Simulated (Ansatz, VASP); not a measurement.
**Two plane-wave programs on BaH2Pd2**

File INCAR:

```
  PREC = Accurate
  ENCUT = 520
  EDIFF = 1E-7
  ISMEAR = 1
  SIGMA = 0.0736
  LREAL = False
  LASPH = True
  NELM = 60
  ALGO = Normal
  ISIF = 2
  LWAVE = False
  LCHARG = False
  GGA = PE
  NBANDS = 24
```

KPOINTS

```
Automatic mesh
0
Gamma
  7 7 6
```

Contents of POSCAR:

```
BaH2Pd2
1.0
    2.2081890000      3.8246930000      0.0000000000
   -2.2081890000      3.8246930000      0.0000000000
    0.0000000000      0.0000000000      4.7776960000
H Ba Pd
2 1 2
Direct
    0.3333000000      0.3334000000      0.1232000000
    0.6667000000      0.6666000000      0.8768000000
    0.0000000000      0.0000000000      0.0000000000
    0.3333000000      0.3334000000      0.4680000000
    0.6667000000      0.6666000000      0.5320000000
```

Input for Ansatz:

```yaml
crystal:
  lattice:
    - [2.208189, 3.824693, 0.0]
    - [-2.208189, 3.824693, 0.0]
    - [0.0, 0.0, 4.777696]
  atoms:
    - { symbol: H, position: [0.3333, 0.3334, 0.1232] }
    - { symbol: H, position: [0.6667, 0.6666, 0.8768] }
    - { symbol: Ba, position: [0.0, 0.0, 0.0] }
    - { symbol: Pd, position: [0.3333, 0.3334, 0.468] }
    - { symbol: Pd, position: [0.6667, 0.6666, 0.532] }
  symmetry: { tolerance: 0.0003 }
kpoints:
  mp_grid: { grid: [7, 7, 6], shift: [0, 0, 0] }
  band_path:
    path:
      - [0.0, 0.0, 0.0]
      - [0.49999994, 0.50000002, 0.0]
      - [0.33333329, 0.66666675, 0.0]
      - [0.0, 0.0, 0.0]
      - [0.0, 0.0, 0.5]
      - [0.49999994, 0.50000002, 0.5]
      - [0.33333329, 0.66666675, 0.5]
      - [0.0, 0.0, 0.5]
      - [0.49999994, 0.50000002, 0.5]
      - [0.49999994, 0.50000002, 0.0]
      - [0.33333329, 0.66666675, 0.5]
    npoints: 6
magnetization:
  spin_polarized: false
scf:
  occupations: { method: methfessel_paxton, width: 0.0736 }
  lower_state_search: "off"
  max_iter: 200
hamiltonian:
  pseudopotentials: { kind: paw }
  xc: pbe
basis:
  ecutwfc: 420
  fft_grid_basis: typed
output:
  forces: true
  stress: true
  eigenvalues: true
  bader: true
  populations: true
  elf: true
  write_potential: true
  volumetric_format: npy
  dos:
    e_range: [-12, 8]
    de: 0.05
    projected: { site_lists: { Ba: [Ba], H: [H], Pd: [Pd] } }
checkpoint:
  read: saved_state
```

Alike in both runs: task single point; functional PBE; k mesh 7 × 7 × 6; occupations methfessel-paxton of order 1, width 0.0736 eV; no spin polarisation.

|  | VASP | Ansatz |
| --- | --- | --- |
| version | VASP 6.6.1 | Ansatz 0.2.0 |
| potentials or method | VASP PAW PBE potentials, release 64 (H, Ba_sv, Pd), cutoff 520 eV | PAW plane waves |
| valence electrons in the cell | 32 | 48 |

VASP gave:

| Property | Result |
| --- | --- |
| pressure (GPa) | 8.3 |
| traceless stress, the component that is largest in VASP (GPa) | -6.23 |
| rms of the force components (eV/Å) | 0.067 |

Which values does Ansatz return?

Pressure (GPa): 7.8; traceless stress, the component that is largest in VASP (GPa): -6.39; rms of the force components (eV/Å): 0.066.

Atom by atom the forces differ by 0.012 eV/Å (rms over components). VASP's potentials hold 32 valence electrons a cell and Ansatz's 48, so a difference there can come from the potentials and not from the codes. Ansatz's warnings: structure snapped to symmetry.

Spin-orbit coupling is off throughout.
